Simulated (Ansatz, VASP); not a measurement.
TiAl: VASP beside Ansatz

The input INCAR:

```
SYSTEM = TiAl
PREC     = Accurate       ! precision mode
ENCUT    = 520            ! plane-wave cutoff, eV
EDIFF    = 1E-6           ! SCF threshold, eV
ISMEAR   = 0              ! smearing method
SIGMA    = 0.15           ! smearing width, eV
LREAL    = .False.        ! projectors in reciprocal space
LASPH    = .True.         ! aspherical terms in the spheres
NELM     = 60             ! most SCF steps
ALGO     = Fast           ! electronic algorithm
ISIF     = 2              ! what is computed and relaxed
LWAVE    = .False.        ! write WAVECAR
LCHARG   = .True.         ! write CHGCAR
LELF     = .True.         ! ELF
LVHAR    = .True.       
NBANDS   = 14             ! bands
```

The input KPOINTS:

```
regular mesh
0
Gamma
  16 16 16
  0 0 0
```

File POSCAR:

```
TiAl
1.0
    3.0041142525      0.0000000000      0.0000000000
    0.0000000000      3.0041142525      0.0000000000
    0.0000000000      0.0000000000      3.1759495877
Ti Al
1 1
Direct
    0.0000000000      0.0000000000      0.0000000000
    0.5000000000      0.5000000000      0.5000000000
```

Input for Ansatz:

```yaml
crystal:
  lattice:
    - [3.0041142525, 0.0, 0.0]
    - [0.0, 3.0041142525, 0.0]
    - [0.0, 0.0, 3.1759495877]
  atoms:
    - { symbol: Ti, position: [0.0, 0.0, 0.0] }
    - { symbol: Al, position: [0.5, 0.5, 0.5] }
basis:
  ecutwfc: 520.0
kpoints:
  mp_grid: { grid: [16, 16, 16] }
hamiltonian:
  xc: lda
  pseudopotentials: { kind: paw, azcp: { folder: soft_1 } }
scf:
  occupations: { method: gaussian, width: 0.15 }
output:
  forces: true
  stress: true
  eigenvalues: true
```

Alike in both runs: task single point; functional LDA; k mesh 16 × 16 × 16; occupations gaussian, width 0.15 eV; no spin polarisation.

|  | VASP | Ansatz |
| --- | --- | --- |
| version | VASP 6.6.1 | Ansatz 0.2.0 |
| potentials or method | VASP PAW LDA potentials, release 64 (Ti_sv, Al), cutoff 520 eV | scalar-relativistic, plane waves, PAW |
| valence electrons in the cell | 15 | 15 |

|  | VASP | Ansatz | Ansatz less VASP |
| --- | --- | --- | --- |
| gap on the k mesh at the Fermi level (eV) | none | none | - |
| pressure (GPa) | 9.1 | 8.9 | -0.20 |
| traceless stress, the component that is largest in VASP (GPa) | 3.38 | 3.36 | -0.015 |

Ansatz warns that its potentials were made for another functional, while VASP's fit it. LDA's correlation is that of Perdew and Zunger in VASP and of Perdew and Wang (1992) in Ansatz. A gap of «none» marks a metal or a gap that the smearing closes.
